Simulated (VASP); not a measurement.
Rh, 2 atoms in the cell. The structure is hexagonal, space group P6_3/mmc (No. 194). Conventional cell: a = 2.474 Å, b = 2.474 Å, c = 3.983 Å, α = 90.00°, β = 90.00°, γ = 120.00°. Within 3.2 Å of Rh (site symmetry -6m2) lie 12 Rh at 2.45 to 2.47 Å. This isn't the form of Rh at room conditions, which is fcc. This cell differs from its parent crystal: strain -0.080 along x and y, -0.080 along z.

```yaml
Program: VASP 6.6.1
Task: single point
Functional: PBEsol
Potentials_or_basis: VASP PAW PBE potentials, release 64 (Rh_pv)
Cutoff: 520 eV
k_mesh: 24 × 24 × 14
Occupations: gaussian, width 0.15 eV
Spin: no spin polarisation
Dipole_correction: no
Further_INCAR_settings: ALGO = Fast; EDIFF = 1e-06; NBANDS = 22
```

Potentials or basis: VASP PAW PBE potentials, release 64 (Rh_pv).

Command:

```sh
$ cat potpaw_PBE.64/Rh_pv/POTCAR > POTCAR
$ mpirun -np 1 vasp_std > vasp.out
```

Hardware: 1 thread of Intel(R) Xeon(R) Platinum 8375C CPU @ 2.90GHz (Ice Lake), with other jobs on the host.

Estimate the wall time of this run.

It took 2.3 min on 1 thread of Intel(R) Xeon(R) Platinum 8375C CPU @ 2.90GHz (Ice Lake), on a shared host, peak memory 0.27 GiB. Counts: scf iterations 14, k points 488.
